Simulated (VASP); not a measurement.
# Bi2Te3: single point with PBE

**What was measured.**

From “Vacancy and Antisite-Induced Ferromagnetism in Liquid-Phase Exfoliated Bi2Te3”, 2024, arxiv:2412.10539, for a bulk crystal of Bi2Te3: band gap 0.17 eV.

The system is Bi2Te3.

```
Bi Te
1.0
     2.22425    1.28417   10.64897
    -2.22425    1.28417   10.64897
     0.00000   -2.56834   10.64897
Bi Te
2 3
Direct
  0.60240 0.60240 0.60240
  0.39760 0.39760 0.39760
  0.78479 0.78479 0.78479
  0.21521 0.21521 0.21521
  0.00000 0.00000 0.00000
```

```json
{"Program": "VASP 6.6.1", "Task": "single point", "Functional": "PBE", "Potentials or basis": "VASP PAW PBE potentials, release 64 (Bi_d, Te)", "Cutoff": "520 eV", "k mesh": "7 × 7 × 7", "Occupations": "fermi-dirac, width 0.05 eV", "Spin": "no spin polarisation", "Dipole correction": "no", "Further INCAR settings": "ALGO = Normal; EDIFF = 1e-07; NBANDS = 32"}
```

- Pressure: 0.0 GPa
- Largest force: 0.009 eV/Å
- Band gap on the k mesh: 0.49 eV

Forces on the atoms (eV/Å):
```
Bi   0.000  0.000  0.009
Bi   0.000  0.000 -0.009
Te   0.000  0.000  0.009
Te   0.000  0.000 -0.009
Te   0.000  0.000  0.000
```

Levels at points of the mesh, in eV from the valence-band top:
```csv
k point,band 20,band 21,band 22,band 23,band 24,band 25,band 26,band 27,band 28,band 29
"(0.00, 0.00, 0.00)",-1.31,-1.31,-0.62,-0.62,0.00,0.49,1.07,1.07,2.04,2.25
```

Run time: 20 min on 1 thread of Intel(R) Xeon(R) 6975P-C (Granite Rapids), on a shared host, peak memory 1.2 GiB.

Against the measured gap of Bi2Te3, 0.17 eV (quoted in “Vacancy and Antisite-Induced Ferromagnetism in Liquid-Phase Exfoliated Bi2Te3”, 2024, arxiv:2412.10539), the calculated 0.49 eV is off by +0.32 eV. Spin-orbit coupling on Bi, Te is left out. The value is that of PBE on a finite k mesh, which can miss the band edges, without temperature or zero-point motion.

Caveat: spin-orbit coupling is left out, which moves the levels of the heavy elements; an odd mesh through Γ misses points on the zone boundary, where band edges can lie.
